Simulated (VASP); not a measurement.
A run of VASP 6.6.1 is set up as follows.

The input INCAR:

```
SYSTEM = MoS2
  ALGO = Normal
  EDIFF = 1E-6
  EDIFFG = -0.008
  ENCUT = 520
  GGA = PE
  IBRION = 2
  ISIF = 2
  ISMEAR = 0
  KPAR = 4
  LASPH = .True.
  LCHARG = .False.
  LREAL = .False.
  LWAVE = .False.
  NELM = 80
  NSW = 60
  PREC = Accurate
  SIGMA = 0.02
```

The input KPOINTS:

```
k-points
0
Gamma
  12 12 2
  0 0 0
```

Contents of POSCAR:

```
MoS2
1.0
    3.2170284193      0.0000000000      0.0000000000
   -1.6085142096      2.7860283358      0.0000000000
    0.0000000000      0.0000000000     22.5381548800
Mo S
3 6
Direct
    0.0000000000      0.0000000000      0.0002222305
    0.6666666667      0.3333333333      0.3335555638
    0.3333333333      0.6666666667      0.6668888972
    0.3333333333      0.6666666667      0.2635336134
    0.6666666667      0.3333333333      0.0702431561
    0.0000000000      0.0000000000      0.5968669467
    0.3333333333      0.6666666667      0.4035764895
    0.6666666667      0.3333333333      0.9302002800
    0.0000000000      0.0000000000      0.7369098228
```

Potentials or basis: VASP PAW PBE potentials, release 64 (Mo_sv, S).

The run is started by

```sh
$ cat potpaw_PBE.64/Mo_sv/POTCAR potpaw_PBE.64/S/POTCAR > POTCAR
$ mpirun -np 4 vasp_std > vasp.out
```

(1) Estimate the band gap on the k mesh.

(2) What does it give for the energy gained by relaxing?

## Answers

(1) 1.25 eV.

(2) 4.2 meV/atom.

Caveat: the cell differs from its parent crystal (equal strain along all axes, cell held: +1.0 %).
